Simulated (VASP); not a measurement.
A run of VASP 6.6.1:

INCAR

```
PREC     = Accurate       # precision mode
ENCUT    = 520            # plane-wave cutoff, eV
EDIFF    = 1E-6           # SCF threshold, eV
ISMEAR   = -1             # smearing method
SIGMA    = 0.08           # smearing width, eV
LREAL    = False          # projectors in reciprocal space
LASPH    = True           # aspherical terms in the spheres
NELM     = 80             # most SCF steps
ALGO     = Normal         # electronic algorithm
ISIF     = 2              # what is computed and relaxed
LWAVE    = False          # write WAVECAR
LCHARG   = False          # write CHGCAR
GGA      = PE             # functional
NBANDS   = 14             # bands
```

The input KPOINTS:

```
regular mesh
0
Gamma
  15 15 13
```

The input POSCAR:

```
AlNi
1.0
    2.5332298721      0.0000000000      0.0000000000
   -1.2666149360      2.1938414229      0.0000000000
    0.0000000000      0.0000000000      3.6241874412
Ni Al
1 1
Direct
    0.0000000000      0.0000000000      0.0000000000
    0.3333333333      0.6666666667      0.5000000000
```

Potentials or basis: VASP PAW PBE potentials, release 64 (Ni, Al).

Command:

```sh
$ cat potpaw_PBE.64/Ni/POTCAR potpaw_PBE.64/Al/POTCAR > POTCAR
$ mpirun -np 1 vasp_std > vasp.out
```

Hardware: 1 thread of Intel Xeon 6975P-C, with other jobs on the host.

Problem. How long does it take, and how much memory?

Solution. Wall time 26 s on 1 thread of Intel Xeon 6975P-C (shared host), peak memory 0.17 GiB. Counts: scf iterations 13, k points 189.
